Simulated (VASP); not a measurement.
Te2Mo, 3 atoms in the cell. The structure is hexagonal, space group P-6m2 (No. 187). The conventional cell has a = 3.373 Å, b = 3.373 Å, c = 8.158 Å, α = 90.00°, β = 90.00°, γ = 120.00°. Te (site symmetry 3m) has 3 Mo at 2.75 Å and 6 Te at 3.37 Å within 3.6 Å. Within 3.6 Å of Mo (site symmetry -6m2) lie 6 Te at 2.75 Å and 6 Mo at 3.37 Å.  This cell differs from its parent crystal: mode 5 frozen in at +0.000 Å, strain +e along z and -e/2 along x and y +0.0700.

- Program: VASP 6.6.1
- Task: single point
- Functional: PBE
- Dispersion: D3(BJ)
- Potentials or basis: VASP PAW PBE potentials, release 64 (Te, Mo_sv)
- Cutoff: 520 eV
- k mesh: 9 × 9 × 4
- Occupations: gaussian, width 0.05 eV
- Spin: no spin polarisation
- Dipole correction: no
- Further INCAR settings: ALGO = Normal; EDIFF = 1e-06; NBANDS = 20

Potentials or basis: VASP PAW PBE potentials, release 64 (Te, Mo_sv).

Run with:

```console
$ cat potpaw_PBE.64/Te/POTCAR potpaw_PBE.64/Mo_sv/POTCAR > POTCAR
$ mpirun -np 1 vasp_std > vasp.out
```

Hardware: 1 thread of Intel(R) Xeon(R) Platinum 8259CL CPU @ 2.50GHz (Skylake/Cascade Lake) (shared host).

Task: How long does it take, and how much memory?

Result: It took 60 s on 1 thread of Intel(R) Xeon(R) Platinum 8259CL CPU @ 2.50GHz (Skylake/Cascade Lake) (shared host), peak memory 0.25 GiB. Counts: scf iterations 14, k points 36.
